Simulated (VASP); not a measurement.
# NaGa32O48 (a cell with a defect) in VASP: single point with r2SCAN

Aim: the single point of NaGa32O48 (a cell with a defect) with r2SCAN.

Program: VASP 6.6.1. These are calculated values, not measurements. Logs are shortened: lines on timing, memory, paths and dates and some standing lists are left out, and cuts for length are marked.

**1. The cell of the first run**

The cell holds a defect, 81 atoms: a = 10.798 Å, b = 10.798 Å, c = 10.798 Å, α = 55.86°, β = 55.86°, γ = 55.86°.

**2. Single point, r2SCAN**

File POSCAR:

```
NaGa32O48
1.0
    5.0579508901      2.9202093417      9.0826160107
   -5.0579508901      2.9202093417      9.0826160107
    0.0000000000     -5.8404185822      9.0826160433
Ga O Na
32 48 1
Direct
    0.4307284419      0.4263799521      0.4284753089
    0.3239949495      0.3239194282      0.3207926200
    0.0690423386      0.0752233566      0.0732377254
    0.1839610961      0.1779530387      0.1749491669
    0.4283585671      0.4282488280      0.9279689076
    0.3221208219      0.3221079367      0.8218045375
    0.0857460424      0.0857214738      0.5852969957
    0.1851723501      0.1851350410      0.6847945040
    0.4264692512      0.9310262271      0.4245440287
    0.3248333348      0.8160622340      0.3217444627
    0.0712812832      0.5693153541      0.0733113692
    0.1788830941      0.6760993401      0.1758176215
    0.4264129213      0.9287826112      0.9304099398
    0.3239451226      0.8211521740      0.8236269730
    0.0751584297      0.5736524765      0.5686550520
    0.1780089132      0.6751927214      0.6836684416
    0.9248983281      0.4264434252      0.4307068873
    0.8220961207      0.3247792598      0.3158513164
    0.5736850771      0.0712181295      0.0689853766
    0.6761699141      0.1788829110      0.1757231168
    0.9287997656      0.4307702414      0.9260816476
    0.8212517358      0.3239606635      0.8235752275
    0.5736418755      0.0689756084      0.5748294249
    0.6751946231      0.1839455618      0.6776536684
    0.9143860984      0.9144327261      0.4139268467
    0.8149133997      0.8149107186      0.3145979065
    0.5717683304      0.5717200506      0.0714313557
    0.6779503928      0.6778739684      0.1776046719
    0.9310913176      0.9248822193      0.9260651060
    0.8160443794      0.8220501443      0.8245381405
    0.5693412458      0.5736309907      0.5709253720
    0.6761132430      0.6761383037      0.6785354111
    0.3779440032      0.2229339513      0.0241184598
    0.2230315049      0.0345598096      0.3775482441
    0.0259539995      0.3707567468      0.2247478477
    0.1246224138      0.2853250386      0.4767395754
    0.4727912005      0.1271574967      0.2750423455
    0.2765516159      0.4719132660      0.1252292229
    0.3789316407      0.2253005349      0.5272170389
    0.2253435197      0.0275574816      0.8785588475
    0.0275623069      0.3789161885      0.7249751422
    0.1248970311      0.2772815231      0.9739762051
    0.4742956130      0.1248800269      0.7769678602
    0.2772818064      0.4742682139      0.6245864834
    0.3744884290      0.7235346328      0.0278074315
    0.2246871337      0.5272532853      0.3725651396
    0.0229941862      0.8754894377      0.2143618994
    0.1222316117      0.7769918447      0.4651032021
    0.4756333558      0.6220896113      0.2767808997
    0.2750060937      0.9741289007      0.1289592951
    0.3707644779      0.7250525533      0.5255942798
    0.2229771913      0.5244055572      0.8776171126
    0.0346757752      0.8778171485      0.7227356967
    0.1271958618      0.7753780384      0.9724557263
    0.4719632309      0.6255691702      0.7761657346
    0.2853610896      0.9770927181      0.6242533696
    0.8729167614      0.2246663361      0.0269511236
    0.7147402511      0.0229689281      0.3751012829
    0.5281607557      0.3744442394      0.2232241458
    0.6292869245      0.2749653059      0.4738137928
    0.9655199932      0.1221749534      0.2767184108
    0.7771131537      0.4755740699      0.1218330629
    0.8778442490      0.2230416928      0.5341939018
    0.7251164695      0.0258901315      0.8703952047
    0.5244375153      0.3779141574      0.7226491453
    0.6256469704      0.2764790748      0.9715877378
    0.9771187425      0.1246000489      0.7849522000
    0.7754118669      0.4727635956      0.6268321250
    0.8751676242      0.7227448558      0.0254262783
    0.7227846031      0.5257523432      0.3748299324
    0.5257953262      0.8751208592      0.2224314501
    0.6211633529      0.7747294796      0.4721723544
    0.9725391054      0.6211551042      0.2744008319
    0.7747665158      0.9724999153      0.1208040837
    0.8754730846      0.7147610918      0.5226030285
    0.7235817897      0.5281372593      0.8741262155
    0.5273026129      0.8728737243      0.7243297591
    0.6221211430      0.7770616090      0.9752969029
    0.9741374533      0.6293149047      0.7746336031
    0.7769934554      0.9654463136      0.6218792163
   -0.0000047247     -0.0001378323      0.4999002825
```

File INCAR.step1:

```
SYSTEM = NaGa32O48
ALGO = Normal
EDIFF = 1E-5
ENCUT = 580
GGA = PE
GGA_COMPAT = .False.
ISMEAR = -1
LASPH = .True.
LCHARG = .False.
LREAL = Auto
LWAVE = .True.
NBANDS = 402
NELECT = 710.0
NELM = 120
PREC = Accurate
SIGMA = 0.01
```

File INCAR.step2:

```
SYSTEM = NaGa32O48
ALGO = Normal
EDIFF = 1E-6
ENCUT = 580
GGA_COMPAT = .False.
ISIF = 2
ISMEAR = -1
ISTART = 1
LASPH = .True.
LCHARG = .False.
LMIXTAU = .True.
LREAL = Auto
LWAVE = .False.
METAGGA = R2SCAN
NBANDS = 402
NELECT = 710.0
NELM = 120
PREC = Accurate
SIGMA = 0.01
```

File KPOINTS:

```
k-points
0
Gamma
  1 1 1
  0 0 0
```

Potentials or basis: VASP PAW PBE potentials, release 64 (Ga_d, O, Na_pv).

Started as:

```sh
> cat potpaw_PBE.64/Ga_d/POTCAR potpaw_PBE.64/O/POTCAR potpaw_PBE.64/Na_pv/POTCAR > POTCAR
> cp INCAR.step1 INCAR
> mpirun -np 1 vasp_gam > vasp.out
> cp INCAR.step2 INCAR
> mpirun -np 1 vasp_gam > vasp.out
```

OUTCAR:

```text
SYSTEM = NaGa32O48
   EDIFF = 1E-6
   ENCUT = 580
   ISIF = 2
   ISMEAR = -1
   ISTART = 1
   LASPH = .True.
   LREAL = Auto
   METAGGA = R2SCAN
   NELECT = 710.0
   NELM = 120
   PREC = Accurate

 ion  position               nearest neighbor table
   1  0.431  0.426  0.428-  49 1.94  44 1.96  60 1.96  39 2.06  59 2.11  46 2.13   2 2.88
   2  0.324  0.324  0.321-  38 1.95  36 1.95  37 1.95  46 2.08  59 2.09  39 2.14   1 2.88
   3  0.069  0.075  0.073-  57 1.95  40 1.95  47 1.97  61 2.05  42 2.10  50 2.13   4 2.90  25 2.92

   4  0.184  0.178  0.175-  33 1.92  35 1.94  34 1.97  50 2.08  42 2.11  61 2.25   3 2.90
   5  0.428  0.428  0.928-  38 1.95  66 1.95  55 1.95  65 2.10  33 2.10  52 2.10   6 2.89
   6  0.322  0.322  0.822-  44 1.95  42 1.95  43 1.95  52 2.10  65 2.10  33 2.10   5 2.89
   7  0.086  0.086  0.585-  36 1.96  67 1.96  56 1.96  34 2.07  53 2.07  63 2.07  81 2.33   8 2.71
                            17 2.92   9 2.92  29 2.92
   8  0.185  0.185  0.685-  39 1.91  40 1.91  41 1.91  56 2.18  67 2.18  36 2.18   7 2.71
   9  0.426  0.931  0.425-  37 1.95  72 1.95  56 1.97  34 2.05  71 2.10  51 2.13  10 2.90   7 2.92
[... 10 lines left out ...]
  18  0.822  0.325  0.316-  62 1.92  60 1.94  61 1.97  35 2.08  70 2.11  63 2.25  17 2.90
  19  0.574  0.071  0.069-  33 1.94  71 1.96  64 1.96  74 2.06  66 2.11  37 2.13  20 2.88
  20  0.676  0.179  0.176-  59 1.95  58 1.95  57 1.95  37 2.08  66 2.09  74 2.14  19 2.88
  21  0.929  0.431  0.926-  62 1.94  42 1.96  79 1.96  41 2.06  76 2.11  57 2.13  22 2.88
  22  0.821  0.324  0.824-  66 1.95  67 1.95  68 1.95  57 2.08  76 2.09  41 2.14  21 2.88
  23  0.574  0.069  0.575-  77 1.95  39 1.95  58 1.97  80 2.05  43 2.10  60 2.13  24 2.90  25 2.92

  24  0.675  0.184  0.678-  65 1.92  64 1.94  63 1.97  60 2.08  43 2.11  80 2.25  23 2.90
  25  0.914  0.914  0.414-  47 1.96  58 1.96  75 1.96  61 2.07  48 2.07  80 2.07  81 2.33  26 2.71
                             3 2.92  23 2.92
  26  0.815  0.815  0.315-  72 1.91  73 1.91  74 1.91  75 2.18  58 2.18  47 2.18  25 2.71
  27  0.572  0.572  0.071-  59 1.95  45 1.95  76 1.95  78 2.10  49 2.10  62 2.10  28 2.89
  28  0.678  0.678  0.178-  70 1.95  69 1.95  71 1.95  62 2.10  49 2.10  78 2.10  27 2.89
  29  0.931  0.925  0.926-  54 1.95  74 1.95  67 1.97  53 2.05  69 2.10  64 2.13  30 2.90   7 2.92

  30  0.816  0.822  0.825-  78 1.92  79 1.94  80 1.97  64 2.08  69 2.11  53 2.25  29 2.90
  31  0.569  0.574  0.571-  65 1.94  70 1.96  51 1.96  72 2.06  55 2.11  68 2.13  32 2.88
  32  0.676  0.676  0.679-  76 1.95  75 1.95  77 1.95  68 2.08  55 2.09  72 2.14  31 2.88
  33  0.378  0.223  0.024-   4 1.92  19 1.94   6 2.10   5 2.10
  34  0.223  0.035  0.378-   4 1.97   9 2.05   7 2.07  81 2.14  10 2.25
  35  0.026  0.371  0.225-   4 1.94  11 1.96  18 2.08  17 2.13
  36  0.125  0.285  0.477-   2 1.95   7 1.96  17 1.97   8 2.18
  37  0.473  0.127  0.275-   9 1.95   2 1.95  20 2.08  19 2.13
  38  0.277  0.472  0.125-   2 1.95   5 1.95  12 2.09  11 2.11
  39  0.379  0.225  0.527-   8 1.91  23 1.95   1 2.06   2 2.14
  40  0.225  0.028  0.879-   8 1.91   3 1.95  13 2.06  14 2.14
  41  0.028  0.379  0.725-   8 1.91  15 1.95  21 2.06  22 2.14
[... 26 lines left out ...]
  68  0.775  0.473  0.627-  17 1.95  22 1.95  32 2.08  31 2.13
  69  0.875  0.723  0.025-  28 1.95  11 1.96  29 2.10  30 2.11
[... 8 lines left out ...]
  78  0.622  0.777  0.975-  30 1.92  13 1.94  28 2.10  27 2.10
  79  0.974  0.629  0.775-  30 1.94  21 1.96  16 2.08  15 2.13
  80  0.777  0.965  0.622-  30 1.97  23 2.05  25 2.07  81 2.14  24 2.25
  81  1.000  1.000  0.500-  53 2.14  80 2.14  48 2.14  63 2.14  34 2.14  61 2.14   7 2.33  25 2.33

  LATTYP: Found a trigonal (rhomboedric) cell.
 ALAT       =    10.7983518837
 COS(alpha) =     0.5612023824

  Lattice vectors:

 A1 = (   5.0579508901,   2.9202093417,   9.0826160107)
 A2 = (  -5.0579508901,   2.9202093417,   9.0826160107)
 A3 = (   0.0000000000,  -5.8404185822,   9.0826160433)

Analysis of symmetry for initial positions (statically):
=====================================================================
 Subroutine PRICEL returns:
 Original cell was already a primitive cell.

 Routine SETGRP: Setting up the symmetry group for a
 trigonal (rhombohedral) supercell.

[... 236 lines left out ...]
   total plane-waves  NPLWV = 729000
   dimension x,y,z NGX =    90 NGY =   90 NGZ =   90
   dimension x,y,z NGXF=   180 NGYF=  180 NGZF=  180
   ions per type =              32  48   1
   NGX,Y,Z   is equivalent  to a cutoff of  13.86, 13.86, 13.86 a.u.
   NGXF,Y,Z  is equivalent  to a cutoff of  27.71, 27.71, 27.71 a.u.
 SYSTEM =  NaGa32O48
   PREC   = accura    normal or accurate (medium, high low for compatibility)
   ISTART =      1    job   : 0-new  1-cont  2-samecut
   ICHARG =      0    charge: 1-file 2-atom 10-const
   ISPIN  =      1    spin polarized calculation?
   LNONCOLLINEAR =      F non collinear calculations
   LSORBIT =      F    spin-orbit coupling
   LASPH  =      T    aspherical Exc in radial PAW
   ENCUT  =  580.0 eV  42.63 Ry    6.53 a.u.  21.20 21.20 21.20*2*pi/ulx,y,z
   NELM   =    120;   NELMIN=  2; NELMDL=  0     # of ELM steps
   EDIFF  = 0.1E-05   stopping-criterion for ELM
   LREAL  =      T    real-space projection
   EDIFFG = 0.1E-04   stopping-criterion for IOM
   NSW    =      0    number of steps for IOM
   IBRION =     -1    ionic relax: 0-MD 1-quasi-New 2-CG
   NFREE  =      0    steps in history (QN), initial steepest desc. (CG)
   ISIF   =      2    stress and relaxation
   ISYM   =      2    0-nonsym 1-usesym 2-fastsym
   POTIM  = 0.5000    time-step for ionic-motion
   TEBEG  =    0.0;   TEEND  =   0.0 temperature during run
   PSTRESS=    0.0 pullay stress
   NELECT =     710.0000    total number of electrons
   NUPDOWN=      -1.0000    fix difference up-down
   EMIN   =  10.00;   EMAX   =-10.00  energy-range for DOS
   EFERMI =   0.00;   METHOD = LEGACY
   ISMEAR =    -1;   SIGMA  =   0.01  broadening in eV -4-tet -1-fermi 0-gaus
   EFERMI_NEDOS =   21; number of points for ismear=-14 and -15
   IALGO  =     38    algorithm
   IMIX   =      4    mixing-type and parameters
     AMIX     =   0.40;   BMIX     =  1.00
     AMIX_MAG =   1.60;   BMIX_MAG =  1.00
  volume/ion in A,a.u.               =       9.94        67.06
  Fermi-wavevector in a.u.,A,eV,Ry     =   1.570040  2.966945 33.538704  2.465025
  Thomas-Fermi vector in A             =   2.671833
   LORBIT       =      0    0 simple, 1 ext, 2 COOP (PROOUT), +10 PAW based schemes
   METAGGA = R2SCAN    functional components
   LHFCALC =     F    Hartree Fock is set to
   AEXX    =    0.0000 exact exchange contribution
   IVDW    =     0    specifies the selected vdW correction
   LEPSILON=     F    determine dielectric tensor
   LRPA    =     F    only Hartree local field effects (RPA)
 non-spin polarized calculation
  energy-cutoff  :      580.00
  volume of cell :      804.92
 maximum number of plane-waves:     12762
 NGX is ok and might be reduce to    90
   NGX = 43   NGY = 43   NGZ = 43

 number of electron     709.9999998 magnetization

 Free energy of the ion-electron system (eV)
  ---------------------------------------------------
  ext. energy  EPLUGINS =         0.00000000
  ---------------------------------------------------
  free energy    TOTEN  =      -826.41082467 eV

  energy without entropy =     -826.41082467  energy(sigma->0) =     -826.41082467

 E-fermi :   4.0185     XC(G=0): -12.9470

 val. band max:        3.6713434310   @ k =   0.0000   0.0000   0.0000
 cond. band min:       6.8466744719   @ k =   0.0000   0.0000   0.0000
 fundamental gap:      3.1753310409
 Fermi energy:         4.0184891856

 k-point     1 :       0.0000    0.0000    0.0000
  band No.  band energies     occupation
      1     -17.9607      2.00000
      2     -17.6555      2.00000
      3     -17.6555      2.00000
      4     -15.8243      2.00000
      5     -15.0968      2.00000
      6     -15.0695      2.00000
[... 359 lines left out ...]
    366      10.6687      0.00000
    367      10.7033      0.00000
 [bands above 367 left out]

------------------------ aborting loop because EDIFF is reached ----------------------------------------

  FORCE on cell =-STRESS in cart. coord.  units (eV):
  Direction    XX          YY          ZZ          XY          YZ          ZX
  --------------------------------------------------------------------------------------
  -------------------------------------------------------------------------------------
  Total      -43.3238852    -43.3253104    -31.4919178      0.0071857      0.0060572      0.0030378
  in kB      -86.2357183    -86.2385551    -62.6843170      0.0143031      0.0120569      0.0060468
  external PRESSURE =     -78.3861968 kB  Pullay stress =       0.0000000 kB

 VOLUME and BASIS-vectors are now :
 -----------------------------------------------------------------------------
  energy-cutoff  :      580.00
  volume of cell :      804.92
      direct lattice vectors                 reciprocal lattice vectors
     5.057950890  2.920209342  9.082616011     0.098854262  0.057073535  0.036700146
    -5.057950890  2.920209342  9.082616011    -0.098854262  0.057073535  0.036700146
     0.000000000 -5.840418582  9.082616043     0.000000000 -0.114147069  0.036700146

 POSITION                                       TOTAL-FORCE (eV/Angst)
 -----------------------------------------------------------------------------------
      0.02199      0.00046     11.67646         0.004338      0.005933     -0.101393
      0.00038      0.01848      8.79839        -0.014196      0.002402      0.098136
     -0.03126     -0.00645      1.97550        -0.013380     -0.008962      0.059818
      0.03039      0.03509      4.87612         0.014994      0.028834     -0.071733
      0.00056     -2.91825     16.20862        -0.002125      0.000211     -0.081949
      0.00007     -2.91840     13.31542         0.000737     -0.001126      0.105617
[... 73 lines left out ...]
     -0.95319      1.45625     21.47420         0.037547      0.052718      0.011879
      0.00067      2.92038     22.70434        -0.001497      0.008845     -0.006793
 -----------------------------------------------------------------------------------
    total drift:                               -0.001197     -0.002895     -0.038369

  FREE ENERGIE OF THE ION-ELECTRON SYSTEM (eV)
  ---------------------------------------------------
  free  energy   TOTEN  =      -826.4108246731 eV

  energy  without entropy=     -826.4108246731  energy(sigma->0) =     -826.41082467
```

Run time: 2.2 h. Hardware: 1 thread of Intel Xeon 8259CL, shared host; peak memory 1.6 GiB.

What came out:

```yaml
Free_energy: -826.4108 eV
Largest_force: 0.109 eV/Å
```

Forces in eV/Å, atoms in the order of the input:
```
Ga   0.004  0.006 -0.101
Ga  -0.014  0.002  0.098
Ga  -0.013 -0.009  0.060
Ga   0.015  0.029 -0.072
Ga  -0.002  0.000 -0.082
Ga   0.001 -0.001  0.106
Ga   0.002 -0.004  0.025
Ga   0.000  0.001 -0.052
Ga  -0.014  0.011 -0.067
Ga   0.031 -0.001  0.068
Ga   0.006  0.000  0.109
Ga  -0.002  0.018 -0.098
Ga   0.005 -0.007 -0.103
Ga   0.012  0.011  0.096
Ga   0.005  0.017  0.060
Ga   0.015 -0.026 -0.072
Ga  -0.003 -0.016 -0.065
Ga  -0.016  0.028  0.066
Ga  -0.004  0.008  0.108
Ga  -0.011 -0.010 -0.098
Ga  -0.008 -0.001 -0.104
Ga   0.000 -0.015  0.093
Ga   0.011 -0.010  0.059
Ga  -0.029 -0.001 -0.070
Ga   0.003 -0.005 -0.023
Ga   0.001  0.004  0.048
Ga  -0.001 -0.001  0.088
Ga  -0.001 -0.001 -0.103
Ga   0.016  0.003 -0.065
Ga  -0.014 -0.023  0.068
Ga  -0.004 -0.009  0.108
Ga   0.015 -0.008 -0.097
O   -0.003  0.000 -0.009
O   -0.037 -0.054 -0.010
O   -0.004  0.002 -0.007
O    0.036 -0.019 -0.057
O    0.009  0.005  0.002
O   -0.011  0.006  0.010
O   -0.014 -0.004  0.023
O    0.003  0.014  0.024
O    0.013 -0.010  0.023
O    0.005 -0.005 -0.006
O    0.001  0.009 -0.005
O   -0.008 -0.003 -0.005
O    0.000  0.012 -0.010
O    0.008 -0.003 -0.003
O    0.001 -0.040  0.057
O   -0.066  0.004  0.011
O   -0.003  0.004  0.011
O    0.000  0.003  0.009
O    0.005  0.002 -0.006
O    0.003  0.004 -0.010
O   -0.029  0.058 -0.012
O    0.000 -0.009  0.001
O    0.010  0.004  0.008
O   -0.035 -0.022 -0.057
O   -0.001  0.011 -0.002
O    0.035  0.023  0.058
O   -0.011 -0.004 -0.011
O   -0.002 -0.002  0.009
O    0.027 -0.060  0.012
O   -0.001 -0.004  0.012
O    0.065 -0.008 -0.009
O   -0.002 -0.005 -0.006
O    0.003 -0.003 -0.009
O   -0.001 -0.010  0.009
O   -0.002  0.042 -0.056
O   -0.008  0.006  0.003
O   -0.007  0.005  0.008
O    0.008  0.003  0.008
O   -0.002 -0.009  0.007
O    0.014  0.005 -0.024
O   -0.011  0.008 -0.024
O   -0.001 -0.015 -0.025
O   -0.038  0.020  0.056
O    0.010 -0.007 -0.009
O   -0.008 -0.006 -0.003
O    0.004 -0.001  0.012
O    0.003 -0.002  0.010
O    0.038  0.053  0.012
Na  -0.001  0.009 -0.007
```

Caveat: the k points lie up to 0.75 Å⁻¹ apart; the cell carries a net charge on a neutralising background, which shifts energy and pressure; the cell is charged against a uniform background, so pressure and absolute levels hang on convention; the PAW data sets were made with another functional, which shifts forces and pressure a little.
